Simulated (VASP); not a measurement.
# Se (P6_3/mmc) in VASP: a series of runs

Runs on Se. Level: PBEsol. Tasks: relaxation of shape and atoms at fixed volume, relaxation of cell and atoms.

All numbers are computed with VASP 6.6.1; they aren't measurements. Logs are shortened: lines on timing, memory, paths and dates and some standing lists are left out, and cuts for length are marked.

## Step 1: The cell of the first run

The structure is hexagonal, space group P6_3/mmc (No. 194). Conventional cell: a = 3.465 Å, b = 3.465 Å, c = 3.714 Å, α = 90.00°, β = 90.00°, γ = 120.00°. Within 3.8 Å of Se (site symmetry -6m2) lie 14 Se at 2.73 to 3.71 Å.

This isn't the form of Se at room conditions, which is trigonal, of chains.

## Step 2: Relaxation of shape and atoms at fixed volume, PBEsol

INCAR

```
SYSTEM = Se
PREC = Accurate ; ENCUT = 600
EDIFF = 1E-6 ; ISMEAR = -1
SIGMA = 0.1 ; LREAL = .FALSE.
LASPH = .TRUE. ; NELM = 100
ALGO = Normal ; ISIF = 4
LWAVE = .FALSE. ; LCHARG = .FALSE.
GGA = PS ; IBRION = 2
NSW = 50 ; EDIFFG = -0.005
```

KPOINTS

```
Automatic mesh
0
G
  14 14 8
  0 0 0
```

POSCAR

```
Se
1.0
    3.4648176452      0.0000000000      0.0000000000
   -1.7324088226      3.0006201002      0.0000000000
    0.0000000000      0.0000000000      3.7140153884
Se
2
Direct
    0.3333333333      0.6666666667      0.2500000000
    0.6666666667      0.3333333333      0.7500000000
```

Potentials or basis: VASP PAW PBE potentials, release 64 (Se).

Started as:

```bash
$ cat potpaw_PBE.64/Se/POTCAR > POTCAR
$ mpirun -np 1 vasp_std > vasp.out
```

OUTCAR:

```text
SYSTEM = Se
   PREC = Accurate
   ENCUT = 600
   EDIFF = 1E-6
   ISMEAR = -1
   LREAL = .FALSE.
   LASPH = .TRUE.
   NELM = 100
   ISIF = 4
   GGA = PS
   IBRION = 2
   NSW = 50
   EDIFFG = -0.005

 ion  position               nearest neighbor table
   1  0.333  0.667  0.250-   2 2.73   2 2.73   2 2.73   2 2.73   2 2.73   2 2.73
   2  0.667  0.333  0.750-   1 2.73   1 2.73   1 2.73   1 2.73   1 2.73   1 2.73

  LATTYP: Found a hexagonal cell.
 ALAT       =     3.4648176452
 C/A-ratio  =     1.0719223257

  Lattice vectors:

 A1 = (   3.4648176452,   0.0000000000,   0.0000000000)
 A2 = (  -1.7324088226,   3.0006201002,   0.0000000000)
 A3 = (   0.0000000000,   0.0000000000,   3.7140153884)

Analysis of symmetry for initial positions (statically):
=====================================================================
 Subroutine PRICEL returns:
 Original cell was already a primitive cell.

 Routine SETGRP: Setting up the symmetry group for a
 hexagonal supercell.

 Subroutine GETGRP returns: Found 24 space group operations
 (whereof 12 operations were pure point group operations)
 out of a pool of 24 trial point group operations.

The static configuration has the point symmetry D_3d.
 The point group associated with its full space group is D_6h.

Analysis of symmetry for dynamics (positions and initial velocities):
=====================================================================
 Subroutine PRICEL returns:
 Original cell was already a primitive cell.

 Routine SETGRP: Setting up the symmetry group for a
 hexagonal supercell.

 Subroutine GETGRP returns: Found 24 space group operations
 (whereof 12 operations were pure point group operations)
 out of a pool of 24 trial point group operations.

The dynamic configuration has the point symmetry D_3d.
 The point group associated with its full space group is D_6h.

 Subroutine INISYM returns: Found 24 space group operations
 (whereof 12 operations are pure point group operations),
 and found     1 'primitive' translations

----------------------------------------------------------------------------------------

                                     Primitive cell

  volume of cell :      38.6131

  direct lattice vectors                    reciprocal lattice vectors
     3.464817645  0.000000000  0.000000000     0.288615478  0.166632224  0.000000000
    -1.732408823  3.000620100  0.000000000     0.000000000  0.333264448  0.000000000
     0.000000000  0.000000000  3.714015388     0.000000000  0.000000000  0.269250365

  length of vectors
     3.464817645  3.464817645  3.714015388     0.333264448  0.333264448  0.269250365

  position of ions in fractional coordinates (direct lattice)
     0.333333333  0.666666667  0.250000000
     0.666666667  0.333333333  0.750000000

  ion indices of the primitive-cell ions
   primitive index   ion index
                 1           1
                 2           2

----------------------------------------------------------------------------------------

 KPOINTS: Automatic mesh

Automatic generation of k-mesh.
 Grid dimensions read from file:
 generate k-points for:   14   14    8

 Generating k-lattice:

  Cartesian coordinates                     Fractional coordinates (reciprocal lattice)
     0.020615391  0.011902302  0.000000000     0.071428571  0.000000000  0.000000000
     0.000000000  0.023804603  0.000000000     0.000000000  0.071428571  0.000000000
     0.000000000  0.000000000  0.033656296     0.000000000  0.000000000  0.125000000

  Length of vectors
     0.023804603  0.023804603  0.033656296

  Shift w.r.t. Gamma in fractional coordinates (k-lattice)
     0.000000000  0.000000000  0.000000000

 Subroutine IBZKPT returns following result:
 ===========================================

 Found    120 irreducible k-points:

 Following reciprocal coordinates:
            Coordinates               Weight
  0.000000  0.000000  0.000000      1.000000
  0.071429  0.000000  0.000000      6.000000
  0.142857  0.000000  0.000000      6.000000
  0.214286 -0.000000  0.000000      6.000000
  0.285714  0.000000  0.000000      6.000000
  0.357143  0.000000  0.000000      6.000000
[... 16 lines left out ...]
  0.285714  0.285714  0.000000      6.000000
  0.357143  0.285714  0.000000      6.000000
 [... further k-points ...]
   k-points           NKPTS =    120   k-points in BZ     NKDIM =    120   number of bands    NBANDS=     10
   number of dos      NEDOS =    301   number of ions     NIONS =      2
   total plane-waves  NPLWV =  23520
   dimension x,y,z NGX =    28 NGY =   28 NGZ =   30
   dimension x,y,z NGXF=    56 NGYF=   56 NGZF=   60
   ions per type =               2
   NGX,Y,Z   is equivalent  to a cutoff of  13.43, 13.43, 13.43 a.u.
   NGXF,Y,Z  is equivalent  to a cutoff of  26.87, 26.87, 26.86 a.u.
 SYSTEM =  Se
   PREC   = accura    normal or accurate (medium, high low for compatibility)
   ISTART =      0    job   : 0-new  1-cont  2-samecut
   ICHARG =      2    charge: 1-file 2-atom 10-const
   ISPIN  =      1    spin polarized calculation?
   LNONCOLLINEAR =      F non collinear calculations
   LSORBIT =      F    spin-orbit coupling
   LASPH  =      T    aspherical Exc in radial PAW
   ENCUT  =  600.0 eV  44.10 Ry    6.64 a.u.   6.92  6.92  7.42*2*pi/ulx,y,z
   NELM   =    100;   NELMIN=  2; NELMDL= -5     # of ELM steps
   EDIFF  = 0.1E-05   stopping-criterion for ELM
   LREAL  =      F    real-space projection
   EDIFFG = -.5E-02   stopping-criterion for IOM
   NSW    =     50    number of steps for IOM
   IBRION =      2    ionic relax: 0-MD 1-quasi-New 2-CG
   NFREE  =      1    steps in history (QN), initial steepest desc. (CG)
   ISIF   =      4    stress and relaxation
   ISYM   =      2    0-nonsym 1-usesym 2-fastsym
   POTIM  = 0.5000    time-step for ionic-motion
   TEBEG  =    0.0;   TEEND  =   0.0 temperature during run
   PSTRESS=    0.0 pullay stress
   NELECT =      12.0000    total number of electrons
   NUPDOWN=      -1.0000    fix difference up-down
   EMIN   =  10.00;   EMAX   =-10.00  energy-range for DOS
   EFERMI =   0.00;   METHOD = LEGACY
   ISMEAR =    -1;   SIGMA  =   0.10  broadening in eV -4-tet -1-fermi 0-gaus
   EFERMI_NEDOS =   21; number of points for ismear=-14 and -15
   IALGO  =     38    algorithm
   IMIX   =      4    mixing-type and parameters
     AMIX     =   0.40;   BMIX     =  1.00
     AMIX_MAG =   1.60;   BMIX_MAG =  1.00
  volume/ion in A,a.u.               =      19.31       130.29
  Fermi-wavevector in a.u.,A,eV,Ry     =   1.108894  2.095507 16.730362  1.229647
  Thomas-Fermi vector in A             =   2.245427
   LORBIT       =      0    0 simple, 1 ext, 2 COOP (PROOUT), +10 PAW based schemes
   GGA     = PS    functional components
   LHFCALC =     F    Hartree Fock is set to
   AEXX    =    0.0000 exact exchange contribution
   IVDW    =     0    specifies the selected vdW correction
   LEPSILON=     F    determine dielectric tensor
   LRPA    =     F    only Hartree local field effects (RPA)
 conjugate gradient relaxation of ions
 non-spin polarized calculation
  energy-cutoff  :      600.00
  volume of cell :       38.61
 maximum number of plane-waves:      1306
 NGX is ok and might be reduce to    28
   NGX = 13   NGY = 13   NGZ = 15

--------------------------------------- Ionic step        1  -------------------------------------------

 number of electron      12.0000000 magnetization

 Free energy of the ion-electron system (eV)
  ---------------------------------------------------
  ext. energy  EPLUGINS =         0.00000000
  ---------------------------------------------------
  free energy    TOTEN  =        -7.10229212 eV

  energy without entropy =       -7.07059332  energy(sigma->0) =       -7.08644272

------------------------ aborting loop because EDIFF is reached ----------------------------------------

  FORCE on cell =-STRESS in cart. coord.  units (eV):
  Direction    XX          YY          ZZ          XY          YZ          ZX
  --------------------------------------------------------------------------------------
  -------------------------------------------------------------------------------------
  Total        1.5944787      1.5944787      2.6376060     -0.0000000      0.0000000      0.0000000
  in kB       66.1598026     66.1598026    109.4423478     -0.0000000      0.0000000      0.0000000
  external PRESSURE =      80.5873176 kB  Pullay stress =       0.0000000 kB
[... 57 lines left out ...]
  energy  without entropy=       -7.0830074915  energy(sigma->0) =       -7.09857577

--------------------------------------- Ionic step        3  -------------------------------------------

 number of electron      12.0000000 magnetization

 Free energy of the ion-electron system (eV)
  ---------------------------------------------------
  ext. energy  EPLUGINS =         0.00000000
  ---------------------------------------------------
  free energy    TOTEN  =        -7.11574977 eV

  energy without entropy =       -7.08416106  energy(sigma->0) =       -7.09995542

 E-fermi :   6.2898     XC(G=0): -10.8571

 val. band max:        6.2657132782   @ k =   0.1429   0.0714   0.1250
 cond. band min:       6.3101691682   @ k =   0.2857   0.1429   0.0000
 fundamental gap:      0.0444558900
 Fermi energy:         6.2897666768

 k-point     1 :       0.0000    0.0000    0.0000
  band No.  band energies     occupation
      1     -10.8827      2.00000
      2      -3.8395      2.00000
      3       0.2366      2.00000
      4       4.2242      2.00000
      5       4.2242      2.00000
      6       7.5022      0.00001
      7       7.5022      0.00001
      8      10.1712      0.00000
      9      10.5818      0.00000
     10      14.0633      0.00000
[... 287 lines left out ...]
 k-point    24 :       0.3571    0.2857    0.0000
  band No.  band energies     occupation
      1      -7.6122      2.00000
      2      -7.0561      2.00000
      3      -0.4811      2.00000
      4       3.7511      2.00000
      5       4.0585      2.00000
      6       4.4230      2.00000
      7       4.6704      2.00000
      8       7.3053      0.00008
      9      12.4555      0.00000
     10      13.9189      0.00000

 [... further k-points ...]
[... 5 lines left out ...]
  --------------------------------------------------------------------------------------
  -------------------------------------------------------------------------------------
  Total        1.6084192      1.6084192      1.5983665      0.0000000     -0.0000000      0.0000000
  in kB       66.7382365     66.7382365     66.3211226      0.0000000     -0.0000000      0.0000000
  external PRESSURE =      66.5991985 kB  Pullay stress =       0.0000000 kB
[... 17 lines left out ...]
  FREE ENERGIE OF THE ION-ELECTRON SYSTEM (eV)
  ---------------------------------------------------
  free  energy   TOTEN  =        -7.1157497735 eV

  energy  without entropy=       -7.0841610577  energy(sigma->0) =       -7.09995542

 reached required accuracy - stopping structural energy minimisation
```

Wall time 90 s (1 thread of Intel Xeon 8259CL, shared host); peak memory 0.19 GiB.

Results:

* Free energy: -7.1157 eV
* Energy gained by relaxing: 6.7 meV/atom
* Ionic steps: 3
* Pressure after relaxing: 6.7 GPa
* Band gap on the k mesh: zero (bands 6 and 7 overlap by 2.83 eV)

The path:
```csv
step,energy change (eV),largest force (eV/Å),pressure (GPa),volume (Å³)
1,0.0000,0.0000,8.06,38.61
2,-0.0119,0.0000,7.14,38.61
3,-0.0135,0.0000,6.66,38.61
```

Final structure:
```
Se
1.0
     3.42051    0.00000    0.00000
    -1.71026    2.96225    0.00000
     0.00000    0.00000    3.81085
Se
2
Direct
  0.33333 0.66667 0.25000
  0.66667 0.33333 0.75000
```

Levels at points of the mesh, in eV from the Fermi level:
| k point | band 4 | band 5 | band 6 | band 7 | band 8 | band 9 |
| --- | --- | --- | --- | --- | --- | --- |
| (0.00, 0.00, 0.00) | -2.07 | -2.07 | 1.21 | 1.21 | 3.88 | 4.29 |
| (0.50, 0.00, 0.00) | -4.06 | -3.48 | -1.34 | -1.00 | 2.64 | 3.47 |
| (0.00, 0.00, 0.50) | -0.53 | -0.33 | -0.33 | -0.33 | -0.33 | 8.32 |
| (0.50, 0.00, 0.50) | -7.26 | -1.74 | -1.74 | 1.17 | 1.17 | 8.91 |

Caveat: the PAW data sets were made with another functional, which shifts forces and pressure a little.

(Continued in part 2 of 2.)
